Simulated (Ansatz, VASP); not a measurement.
Given: the input of a run of Ansatz 0.2.0 on AlN.

File input.yaml:

```yaml
crystal:
  lattice:
    - [0.0, 2.1839935596, 2.1839935596]
    - [2.1839935596, 0.0, 2.1839935596]
    - [2.1839935596, 2.1839935596, 0.0]
  atoms:
    - { symbol: Al, position: [0.0, 0.0, 0.0] }
    - { symbol: "N", position: [0.25, 0.25, 0.25] }
hamiltonian:
  xc: lda
  pseudopotentials: { kind: paw }
kpoints:
  mp_grid: { grid: [10, 10, 10] }
scf:
  occupations: { method: fermi_dirac, width: 0.05 }
output:
  forces: true
  stress: true
relax:
  f_tol: 0.01
  max_steps: 40
  cell: { stress_tol: 0.05 }
```

Potentials or basis: Ansatz PAW.

Command:

```console
$ ansatz run input.yaml --threads 2 --pin off --max-ram 5632MiB --backend cpu --events-out ev --progress --plain --runs-dir out
```

Task: Translate it to VASP 6.6.1. Potentials there: VASP PAW LDA potentials, release 64 (Al, N).

Result: As run (the cutoff follows the program's own potentials):

The input INCAR:

```
  PREC = Accurate
  ENCUT = 600
  EDIFF = 1E-6
  ISMEAR = -1
  SIGMA = 0.05
  LREAL = False
  LASPH = True
  NELM = 80
  ALGO = Normal
  ISIF = 3
  LWAVE = False
  LCHARG = False
  GGA = CA
  IBRION = 2
  NSW = 60
  EDIFFG = -0.01
```

The input KPOINTS:

```
Automatic mesh
0
Gamma
  10 10 10
```

POSCAR

```
AlN
1.0
    0.0000000000      2.1839935596      2.1839935596
    2.1839935596      0.0000000000      2.1839935596
    2.1839935596      2.1839935596      0.0000000000
Al N
1 1
Direct
    0.0000000000      0.0000000000      0.0000000000
    0.2500000000      0.2500000000      0.2500000000
```

Potentials or basis: VASP PAW LDA potentials, release 64 (Al, N).

The run is started by

```sh
$ cat potpaw_LDA.64/Al/POTCAR potpaw_LDA.64/N/POTCAR > POTCAR
$ mpirun -np 1 vasp_std > vasp.out
```

Both were run:

|  | VASP | Ansatz | Ansatz less VASP |
| --- | --- | --- | --- |
| relaxed volume (Å³/atom) | 10.26 | 10.23 | -0.026 |
| relaxed cell length with the largest relative difference (Å) | 3.073 | 3.070 | -0.0026 |

LDA's correlation is that of Perdew and Zunger in VASP and of Perdew and Wang (1992) in Ansatz.

Noted on Ansatz's run: the plane-wave basis is chosen anew once the cell has moved, so the energies of steps on either side of that aren't comparable.
